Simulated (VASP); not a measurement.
The system is Ta3AsAu2O13.

```
CELL_PARAMETERS angstrom
5.45204 0.00000 0.00000
-2.72602 4.72161 0.00000
0.00000 0.00000 9.57902
ATOMIC_POSITIONS crystal
Ta 0.00000 0.00000 0.19408
Ta 0.00000 0.00000 0.80592
Ta 0.66667 0.33333 0.00000
As 0.00000 0.00000 0.50000
Au 0.33333 0.66667 0.27428
Au 0.33333 0.66667 0.72572
O 0.00000 0.00000 0.00000
O 0.23947 0.97129 0.36402
O 0.02871 0.26818 0.36402
O 0.73182 0.76053 0.36402
O 0.23947 0.97129 0.63598
O 0.02871 0.26818 0.63598
O 0.73182 0.76053 0.63598
O 0.38452 0.33425 0.85844
O 0.66575 0.05026 0.85844
O 0.94974 0.61548 0.85844
O 0.38452 0.33425 0.14156
O 0.66575 0.05026 0.14156
O 0.94974 0.61548 0.14156
```

Base run:

```yaml
Program: VASP 6.6.1
Functional: PBE
Potentials_or_basis: VASP PAW PBE potentials, release 64 (Ta_pv, As, Au, O)
Cutoff: 520 eV
k_mesh: 6 × 6 × 3
Occupations: fermi-dirac, width 0.05 eV
Spin: no spin polarisation
```

Its results: band gap on the k mesh zero (band 69 reaches 3.01 eV, above the bottom of band 70 at 2.98 eV); pressure 0.4 GPa; largest force 0.301 eV/Å.

Task: After a change of settings the same cell gave: band gap on the k mesh zero (band 69 reaches 3.16 eV, above the bottom of band 70 at 3.10 eV); pressure 4.3 GPa; largest force 0.321 eV/Å. Which change was it?
A. functional from PBE to RPBE; k mesh from 6 × 6 × 3 to 4 × 4 × 2
B. k mesh from 6 × 6 × 3 to 5 × 5 × 3; further incar settings from LREAL = Auto; ALGO = Normal; EDIFF = 1e-06; NBANDS = 84 to LREAL = Auto; ALGO = Normal; EDIFF = 1e-07; NBANDS = 84
C. further incar settings from LREAL = Auto; ALGO = Normal; EDIFF = 1e-06; NBANDS = 84 to LREAL = Auto; ALGO = Normal; EDIFF = 1e-07; NBANDS = 84

Result: A.

Caveats: spin-orbit coupling is left out, which moves the levels of the heavy elements; the PAW data sets were made with another functional, which shifts forces and pressure a little (some runs).
